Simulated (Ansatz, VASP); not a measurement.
**One calculation of MgI2, two programs**

INCAR

```
SYSTEM = MgI2
PREC     = Accurate       ! precision mode
ENCUT    = 520            ! plane-wave cutoff, eV
EDIFF    = 1E-6           ! SCF threshold, eV
ISMEAR   = 0              ! smearing method
SIGMA    = 0.02           ! smearing width, eV
LREAL    = .FALSE.        ! projectors in reciprocal space
LASPH    = .TRUE.         ! aspherical terms in the spheres
NELM     = 100            ! most SCF steps
ALGO     = Normal         ! electronic algorithm
ISIF     = 2              ! what is computed and relaxed
LWAVE    = .FALSE.        ! write WAVECAR
LCHARG   = .FALSE.        ! write CHGCAR
GGA      = PS             ! functional
NBANDS   = 15             ! bands
```

The input KPOINTS:

```
regular mesh
0
G
  6 6 4
  0 0 0
```

The input POSCAR:

```
MgI2
1.0
    4.1537001214      0.0000000000      0.0000000000
   -2.0768500607      3.5972098248      0.0000000000
    0.0000000000      0.0000000000      6.8620000000
Mg I
1 2
Direct
    0.0125096956      0.0250193912      0.0000000000
    0.3333333333      0.6666666667      0.7576300000
    0.6666666667      0.3333333333      0.2423700000
```

Input for Ansatz:

```yaml
crystal:
  lattice:
    - [4.1537001214, 0.0, 0.0]
    - [-2.0768500607, 3.5972098248, 0.0]
    - [0.0, 0.0, 6.862]
  atoms:
    - { symbol: Mg, position: [0.0125096956, 0.0250193912, 0.0] }
    - { symbol: I, position: [0.3333333333, 0.6666666667, 0.75763] }
    - { symbol: I, position: [0.6666666667, 0.3333333333, 0.24237] }
basis:
  ecutwfc: 420
kpoints:
  mp_grid: { grid: [6, 6, 4] }
hamiltonian:
  xc: pbesol
scf:
  occupations: { method: gaussian, width: 0.02 }
output:
  forces: true
  stress: true
  eigenvalues: true
```

Change from the starting cell: one atom moved.

Alike in both runs: task single point; functional PBEsol; k mesh 6 × 6 × 4; occupations gaussian, width 0.02 eV; no spin polarisation.

|  | VASP | Ansatz |
| --- | --- | --- |
| version | VASP 6.6.1 | Ansatz 0.2.0 |
| potentials or method | VASP PAW PBE potentials, release 64 (Mg, I), cutoff 520 eV | scalar-relativistic, plane waves, PAW |
| valence electrons in the cell | 16 | 44 |

```csv
,VASP,Ansatz,Ansatz less VASP
gap on the k mesh at the Fermi level (eV),3.45,3.46,+0.015
least direct gap on the mesh (eV),3.57,3.58,+0.010
pressure (GPa),-0.1,-0.1,+0.03
"traceless stress, the component that is largest in VASP (GPa)",0.27,0.27,-0.005
rms of the force components (eV/Å),0.092,0.091,-0.0006
```

VASP's potentials were made for PBE, not for PBEsol. Atom by atom the forces differ by 0.002 eV/Å (rms over components). With one functional, cell and mesh, what is left measures potentials, basis and numerics. VASP's potentials hold 16 valence electrons a cell and Ansatz's 44, so a difference there can come from the potentials and not from the codes.

Spin-orbit coupling is off throughout.
